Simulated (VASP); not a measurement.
# LaSi2B2 (P4/mbm) in VASP: density of states with PBE

Aim: the density of states of LaSi2B2 with PBE.

All numbers are computed with VASP 6.6.1; they aren't measurements. Logs are shortened: lines on timing, memory, paths and dates and some standing lists are left out, and cuts for length are marked.

**1. The cell of the first run**

The structure is tetragonal, space group P4/mbm (No. 127). Conventional cell: a = 5.945 Å, b = 5.945 Å, c = 4.357 Å, α = 90.00°, β = 90.00°, γ = 90.00°. Within 4.1 Å of La (site symmetry 4/m) lie 8 B at 3.12 Å and 8 Si at 3.17 Å. Si (site symmetry m2m) has 3 B at 1.69 to 1.78 Å within 2.2 Å. B (site symmetry m2m) has 3 Si at 1.69 to 1.78 Å within 2.2 Å.

**2. Density of states, PBE**

POSCAR reads:

```
LaSi2B2
1.0
    5.9453820000      0.0000000000      0.0000000000
    0.0000000000      5.9453820000      0.0000000000
    0.0000000000      0.0000000000      4.3569020000
La Si B
2 4 4
Direct
    0.0000000000      0.0000000000      0.0000000000
    0.5000000000      0.5000000000      0.0000000000
    0.3613000000      0.8613000000      0.5000000000
    0.1387000000      0.3613000000      0.5000000000
    0.6387000000      0.1387000000      0.5000000000
    0.8613000000      0.6387000000      0.5000000000
    0.1601000000      0.6601000000      0.5000000000
    0.3399000000      0.1601000000      0.5000000000
    0.8399000000      0.3399000000      0.5000000000
    0.6601000000      0.8399000000      0.5000000000
```

INCAR.step1 reads:

```
  PREC = Accurate
  ENCUT = 520
  EDIFF = 1E-6
  ISMEAR = 1
  SIGMA = 0.2374
  LREAL = F
  LASPH = T
  NELM = 80
  ALGO = Normal
  ISIF = 2
  LWAVE = F
  LCHARG = T
  LMAXMIX = 6
  GGA = PE
  NBANDS = 36
```

KPOINTS.step1 reads:

```
regular mesh
0
Gamma
  6 6 8
```

INCAR.step2 reads:

```
  PREC = Accurate
  ENCUT = 520
  EDIFF = 1E-6
  ISMEAR = -5
  SIGMA = 0.2374
  LREAL = F
  LASPH = T
  NELM = 80
  ALGO = Normal
  ISIF = 2
  LWAVE = F
  LCHARG = F
  LMAXMIX = 6
  GGA = PE
  LORBIT = 11
  NEDOS = 1001
  ICHARG = 11
```

KPOINTS.step2 reads:

```
regular mesh
0
Gamma
  9 9 12
```

Potentials or basis: VASP PAW PBE potentials, release 64 (La, Si, B).

Started as:

```
> cat potpaw_PBE.64/La/POTCAR potpaw_PBE.64/Si/POTCAR potpaw_PBE.64/B/POTCAR > POTCAR
> cp INCAR.step1 INCAR
> cp KPOINTS.step1 KPOINTS
> mpirun -np 1 vasp_std > vasp.out
> cp INCAR.step2 INCAR
> cp KPOINTS.step2 KPOINTS
> mpirun -np 1 vasp_std > vasp.out
```

OUTCAR:

```text
PREC = Accurate
   ENCUT = 520
   EDIFF = 1E-6
   ISMEAR = -5
   LREAL = F
   LASPH = T
   NELM = 80
   ISIF = 2
   GGA = PE
   LORBIT = 11
   ICHARG = 11

 ion  position               nearest neighbor table
   1  0.000  0.000  0.000-   3 3.17   4 3.17   5 3.17   6 3.17   3 3.17   4 3.17   5 3.17   6 3.17

   2  0.500  0.500  0.000-   3 3.17   4 3.17   5 3.17   6 3.17   3 3.17   4 3.17   5 3.17   6 3.17

   3  0.361  0.861  0.500-   7 1.69   8 1.78  10 1.78   5 2.33   1 3.17   2 3.17   1 3.17   2 3.17

   4  0.139  0.361  0.500-   8 1.69   7 1.78   9 1.78   6 2.33   1 3.17   2 3.17   1 3.17   2 3.17

   5  0.639  0.139  0.500-   9 1.69   8 1.78  10 1.78   3 2.33   1 3.17   2 3.17   1 3.17   2 3.17

   6  0.861  0.639  0.500-  10 1.69   9 1.78   7 1.78   4 2.33   1 3.17   2 3.17   1 3.17   2 3.17

   7  0.160  0.660  0.500-   3 1.69   4 1.78   6 1.78
   8  0.340  0.160  0.500-   4 1.69   3 1.78   5 1.78
   9  0.840  0.340  0.500-   5 1.69   4 1.78   6 1.78
  10  0.660  0.840  0.500-   6 1.69   5 1.78   3 1.78

  LATTYP: Found a simple tetragonal cell.
 ALAT       =     5.9453820000
 C/A-ratio  =     0.7328212048

  Lattice vectors:

 A1 = (   5.9453820000,   0.0000000000,   0.0000000000)
 A2 = (   0.0000000000,   5.9453820000,   0.0000000000)
 A3 = (   0.0000000000,   0.0000000000,   4.3569020000)

Analysis of symmetry for initial positions (statically):
=====================================================================
 Subroutine PRICEL returns:
 Original cell was already a primitive cell.

 Routine SETGRP: Setting up the symmetry group for a
 simple tetragonal supercell.

 Subroutine GETGRP returns: Found 16 space group operations
 (whereof  8 operations were pure point group operations)
 out of a pool of 16 trial point group operations.

The static configuration has the point symmetry C_4h.
 The point group associated with its full space group is D_4h.

Analysis of symmetry for dynamics (positions and initial velocities):
=====================================================================
 Subroutine PRICEL returns:
 Original cell was already a primitive cell.

 Routine SETGRP: Setting up the symmetry group for a
 simple tetragonal supercell.

 Subroutine GETGRP returns: Found 16 space group operations
 (whereof  8 operations were pure point group operations)
 out of a pool of 16 trial point group operations.

The dynamic configuration has the point symmetry C_4h.
 The point group associated with its full space group is D_4h.

 Subroutine INISYM returns: Found 16 space group operations
 (whereof  8 operations are pure point group operations),
 and found     1 'primitive' translations

----------------------------------------------------------------------------------------

                                     Primitive cell

  volume of cell :     154.0059

  direct lattice vectors                    reciprocal lattice vectors
     5.945382000  0.000000000  0.000000000     0.168197771  0.000000000  0.000000000
     0.000000000  5.945382000  0.000000000     0.000000000  0.168197771  0.000000000
     0.000000000  0.000000000  4.356902000     0.000000000  0.000000000  0.229520884

  length of vectors
     5.945382000  5.945382000  4.356902000     0.168197771  0.168197771  0.229520884

  position of ions in fractional coordinates (direct lattice)
     0.000000000  0.000000000  0.000000000
     0.500000000  0.500000000  0.000000000
     0.361300000  0.861300000  0.500000000
     0.138700000  0.361300000  0.500000000
     0.638700000  0.138700000  0.500000000
     0.861300000  0.638700000  0.500000000
     0.160100000  0.660100000  0.500000000
     0.339900000  0.160100000  0.500000000
     0.839900000  0.339900000  0.500000000
     0.660100000  0.839900000  0.500000000

  ion indices of the primitive-cell ions
   primitive index   ion index
                 1           1
                 2           2
                 3           3
                 4           4
                 5           5
                 6           6
                 7           7
                 8           8
                 9           9
                10          10

----------------------------------------------------------------------------------------

 KPOINTS: regular mesh

Automatic generation of k-mesh.
 Grid dimensions read from file:
 generate k-points for:    9    9   12

 Generating k-lattice:

  Cartesian coordinates                     Fractional coordinates (reciprocal lattice)
     0.018688641  0.000000000  0.000000000     0.111111111  0.000000000  0.000000000
     0.000000000  0.018688641  0.000000000     0.000000000  0.111111111  0.000000000
     0.000000000  0.000000000  0.019126740     0.000000000  0.000000000  0.083333333

  Length of vectors
     0.018688641  0.018688641  0.019126740

  Shift w.r.t. Gamma in fractional coordinates (k-lattice)
     0.000000000  0.000000000  0.000000000

 TETIRR: Found   1446 inequivalent tetrahedra from     5832

 Subroutine IBZKPT returns following result:
 ===========================================

 Found    105 irreducible k-points:

 Following reciprocal coordinates:
            Coordinates               Weight
  0.000000  0.000000  0.000000      1.000000
  0.111111  0.000000  0.000000      4.000000
  0.222222  0.000000  0.000000      4.000000
  0.333333  0.000000  0.000000      4.000000
  0.444444  0.000000  0.000000      4.000000
  0.111111  0.111111  0.000000      4.000000
[... 16 lines left out ...]
  0.333333  0.111111  0.083333     16.000000
  0.444444  0.111111  0.083333     16.000000
 [... further k-points ...]
   k-points           NKPTS =    105   k-points in BZ     NKDIM =    105   number of bands    NBANDS=     31
   number of dos      NEDOS =   1001   number of ions     NIONS =     10
   total plane-waves  NPLWV =  73728
   dimension x,y,z NGX =    48 NGY =   48 NGZ =   32
   dimension x,y,z NGXF=    96 NGYF=   96 NGZF=   64
   ions per type =               2   4   4
   NGX,Y,Z   is equivalent  to a cutoff of  13.42, 13.42, 12.21 a.u.
   NGXF,Y,Z  is equivalent  to a cutoff of  26.84, 26.84, 24.42 a.u.
 SYSTEM =  unknown system
   PREC   = accura    normal or accurate (medium, high low for compatibility)
   ISTART =      0    job   : 0-new  1-cont  2-samecut
   ICHARG =     11    charge: 1-file 2-atom 10-const
   ISPIN  =      1    spin polarized calculation?
   LNONCOLLINEAR =      F non collinear calculations
   LSORBIT =      F    spin-orbit coupling
   LASPH  =      T    aspherical Exc in radial PAW
   ENCUT  =  520.0 eV  38.22 Ry    6.18 a.u.  11.05 11.05  8.10*2*pi/ulx,y,z
   NELM   =     80;   NELMIN=  2; NELMDL=  0     # of ELM steps
   EDIFF  = 0.1E-05   stopping-criterion for ELM
   LREAL  =      F    real-space projection
   EDIFFG = 0.1E-04   stopping-criterion for IOM
   NSW    =      0    number of steps for IOM
   IBRION =     -1    ionic relax: 0-MD 1-quasi-New 2-CG
   NFREE  =      0    steps in history (QN), initial steepest desc. (CG)
   ISIF   =      2    stress and relaxation
   ISYM   =      2    0-nonsym 1-usesym 2-fastsym
   POTIM  = 0.5000    time-step for ionic-motion
   TEBEG  =    0.0;   TEEND  =   0.0 temperature during run
   PSTRESS=    0.0 pullay stress
   NELECT =      50.0000    total number of electrons
   NUPDOWN=      -1.0000    fix difference up-down
   EMIN   =  10.00;   EMAX   =-10.00  energy-range for DOS
   EFERMI =   0.00;   METHOD = LEGACY
   ISMEAR =    -5;   SIGMA  =   0.24  broadening in eV -4-tet -1-fermi 0-gaus
   EFERMI_NEDOS =   21; number of points for ismear=-14 and -15
   IALGO  =     38    algorithm
   IMIX   =      4    mixing-type and parameters
     AMIX     =   0.40;   BMIX     =  1.00
     AMIX_MAG =   1.60;   BMIX_MAG =  1.00
  volume/ion in A,a.u.               =      15.40       103.93
  Fermi-wavevector in a.u.,A,eV,Ry     =   1.125172  2.126267 17.225151  1.266013
  Thomas-Fermi vector in A             =   2.261848
   LORBIT       =     11    0 simple, 1 ext, 2 COOP (PROOUT), +10 PAW based schemes
   GGA     = PE    functional components
   LHFCALC =     F    Hartree Fock is set to
   AEXX    =    0.0000 exact exchange contribution
   IVDW    =     0    specifies the selected vdW correction
   LEPSILON=     F    determine dielectric tensor
   LRPA    =     F    only Hartree local field effects (RPA)
 non-spin polarized calculation
 Fermi weights with tetrahedron method with Bloechl corrections
  energy-cutoff  :      520.00
  volume of cell :      154.01
 maximum number of plane-waves:      4166
 NGX is ok and might be reduce to    48

 number of electron      50.0000000 magnetization

 Free energy of the ion-electron system (eV)
  ---------------------------------------------------
  ext. energy  EPLUGINS =         0.00000000
  ---------------------------------------------------
  free energy    TOTEN  =       -54.20357599 eV

  energy without entropy =      -54.20357599  energy(sigma->0) =      -54.20357599

 E-fermi :   8.3005     XC(G=0): -10.4342

 val. band max:        8.3530841415   @ k =   0.1111   0.1111   0.0000
 cond. band min:       8.2268343310   @ k =   0.3333   0.1111   0.0833
 fundamental gap:     -0.1262498105
 Fermi energy:         8.3004683677

 k-point     1 :       0.0000    0.0000    0.0000
  band No.  band energies     occupation
      1     -24.4454      2.00000
      2     -24.4084      2.00000
      3      -8.4350      2.00000
      4      -8.4350      2.00000
      5      -8.2413      2.00000
      6      -8.1331      2.00000
[... 805 lines left out ...]
     30       9.8058      0.00000
     31      10.2331      0.00000

 [... further k-points ...]
[... 5 lines left out ...]
  --------------------------------------------------------------------------------------
  -------------------------------------------------------------------------------------
  Total       54.9625481     54.9625481     -5.8688072      0.0000000      0.0000000      0.0000000
  in kB      571.7946952    571.7946952    -61.0552628      0.0000000      0.0000000      0.0000000
  external PRESSURE =     360.8447092 kB  Pullay stress =       0.0000000 kB

 VOLUME and BASIS-vectors are now :
 -----------------------------------------------------------------------------
  energy-cutoff  :      520.00
  volume of cell :      154.01
      direct lattice vectors                 reciprocal lattice vectors
     5.945382000  0.000000000  0.000000000     0.168197771  0.000000000  0.000000000
     0.000000000  5.945382000  0.000000000     0.000000000  0.168197771  0.000000000
     0.000000000  0.000000000  4.356902000     0.000000000  0.000000000  0.229520884

 POSITION                                       TOTAL-FORCE (eV/Angst)
 -----------------------------------------------------------------------------------
      0.00000      0.00000      0.00000         0.000000      0.000000      0.000000
      2.97269      2.97269      0.00000         0.000000      0.000000      0.000000
      2.14807      5.12076      2.17845         0.409603      0.409603      0.000000
      0.82462      2.14807      2.17845        -0.409603      0.409603     -0.000000
      3.79732      0.82462      2.17845        -0.409603     -0.409603      0.000000
      5.12076      3.79732      2.17845         0.409603     -0.409603      0.000000
      0.95186      3.92455      2.17845         0.495480      0.495480     -0.000000
      2.02084      0.95186      2.17845        -0.495480      0.495480      0.000000
      4.99353      2.02084      2.17845        -0.495480     -0.495480      0.000000
      3.92455      4.99353      2.17845         0.495480     -0.495480     -0.000000
 -----------------------------------------------------------------------------------
    total drift:                                0.000000     -0.000000     -0.000000

  FREE ENERGIE OF THE ION-ELECTRON SYSTEM (eV)
  ---------------------------------------------------
  free  energy   TOTEN  =       -54.2035759902 eV

  energy  without entropy=      -54.2035759902  energy(sigma->0) =      -54.20357599

 total charge

# of ion       s       p       d       f       tot
--------------------------------------------------
    1        2.006   5.648   0.692   0.171   8.517
    2        2.006   5.648   0.692   0.171   8.517
    3        0.791   1.201   0.000   0.000   1.993
    4        0.791   1.201   0.000   0.000   1.993
    5        0.791   1.201   0.000   0.000   1.993
    6        0.791   1.201   0.000   0.000   1.993
    7        0.787   1.545   0.000   0.000   2.331
    8        0.787   1.545   0.000   0.000   2.331
    9        0.787   1.545   0.000   0.000   2.331
   10        0.787   1.545   0.000   0.000   2.331
--------------------------------------------------
tot         10.324  22.280   1.384   0.342  34.329
```

It took 28 min on 1 thread of Oxide Virtual Turin-like, shared host; peak memory 0.58 GiB.

Results:

* Valence electrons inside the program's atomic spheres: La 8.52; Si 1.99; B 2.33

Caveat: spin-orbit coupling is left out, which moves the levels of the heavy elements; tetrahedron occupations give inexact forces and stress in metals.
